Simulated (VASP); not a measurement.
Wanted: the native input for a VASP 6.6.1 run.

```yaml
Task: relaxation of the atoms
Functional: PBE
Potentials_or_basis: VASP PAW PBE potentials, release 64 (Al, O)
Cutoff: 520 eV
k_mesh: 9 × 9 × 1
Occupations: gaussian, width 0.1 eV
Spin: no spin polarisation
Dipole_correction: yes
Atoms_held_fixed_from_0: "[0, 1, 2]"
Further_INCAR_settings: ALGO = Normal; EDIFF = 1e-06; IBRION = 2; EDIFFG = -0.025; NSW = 36
Atoms_held_along_some_axes_from_0: atom 3 along a and b
```

The structure of Al3O lies in POSCAR:

```
Al3O
1.0
    2.8571514048      0.0000000000      0.0000000000
   -1.4285757024      2.4743656990      0.0000000000
    0.0000000000      0.0000000000     20.1016425027
Al O
3 1
Selective dynamics
Direct
    0.6666666667      0.3333333333      0.1989887145  F F F
    0.3333333333      0.6666666667      0.3134533097  F F F
    0.0000000000      0.0000000000      0.4279074459  F F F
    0.0000000000      0.3333333333      0.4987373088  F F T
```

The input as run:

INCAR

```
  ALGO = Normal
  DIPOL = 0.5 0.5 0.360
  EDIFF = 1E-6
  EDIFFG = -0.025
  ENCUT = 520
  GGA = PE
  IBRION = 2
  IDIPOL = 3
  ISIF = 2
  ISMEAR = 0
  LASPH = True
  LCHARG = False
  LDIPOL = True
  LREAL = False
  LWAVE = False
  NELM = 100
  NSW = 36
  PREC = Accurate
  SIGMA = 0.1
```

KPOINTS

```
k-points
0
Gamma
  9 9 1
```

Potentials or basis: VASP PAW PBE potentials, release 64 (Al, O).

Launch:

```console
$ cat potpaw_PBE.64/Al/POTCAR potpaw_PBE.64/O/POTCAR > POTCAR
$ mpirun -np 1 vasp_std > vasp.out
```

Results of the run:

```
Energy gained by relaxing : 49.5 meV/atom
Ionic steps               : 3
Band gap on the k mesh    : zero (an odd number of electrons rules out a gap without spin polarisation)
```

Caveat: an odd number of electrons without spin polarisation forces a metal; a magnetic or distorted state may lie lower.

Run time: 2.9 min on 1 thread of Intel(R) Xeon(R) Platinum 8375C CPU @ 2.90GHz (Ice Lake) (shared host), peak memory 0.3 GiB.
